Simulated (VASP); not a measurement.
SiC: single point with PBE

SiC:

```
Si C
1.0
     0.00000    2.06143    2.06143
     2.06143    0.00000    2.06143
     2.13688    2.13688   -0.07545
Si C
1 1
Direct
  0.00000 0.00000 0.00000
  0.75000 0.75000 0.75000
```

- Program: VASP 6.6.1
- Task: single point
- Functional: PBE
- Potentials or basis: VASP PAW PBE potentials, release 64 (Si, C)
- Cutoff: 520 eV
- k mesh: 12 × 12 × 12
- Occupations: gaussian, width 0.05 eV
- Spin: no spin polarisation
- Dipole correction: no
- Further INCAR settings: ALGO = Normal; EDIFF = 1e-07; NBANDS = 11

```json
{
  "Pressure": "35.8 GPa",
  "Largest force": "0.773 eV/Å",
  "Band gap on the k mesh": "1.05 eV, indirect (least direct gap 4.28 eV)"
}
```

Forces on the atoms (eV/Å):
```
Si   0.446  0.446 -0.446
C   -0.446 -0.446  0.446
```

Stress tensor (GPa, compression positive):
```
 35.76 -12.63  12.63
-12.63  35.76  12.63
 12.63  12.63  35.76
```

Levels at points of the mesh, in eV from the valence-band top:
| k point | band 1 | band 2 | band 3 | band 4 | band 5 | band 6 | band 7 | band 8 |
| --- | --- | --- | --- | --- | --- | --- | --- | --- |
| (0.00, 0.00, 0.00) | -16.47 | -0.44 | 0.00 | 0.00 | 6.19 | 8.39 | 8.47 | 8.47 |
| (0.50, 0.00, 0.00) | -12.31 | -9.28 | -1.37 | -1.26 | 5.94 | 7.09 | 7.83 | 10.47 |
| (0.50, 0.50, 0.00) | -10.90 | -8.31 | -3.82 | -3.23 | 1.05 | 4.67 | 14.97 | 15.12 |
| (0.00, 0.00, 0.50) | -12.91 | -9.43 | -0.87 | -0.87 | 7.19 | 8.08 | 8.08 | 10.82 |

Wall time 15 s on 1 thread of Intel(R) Xeon(R) 6975P-C (Granite Rapids) (shared host), peak memory 0.16 GiB.

A k mesh can miss the band edges.
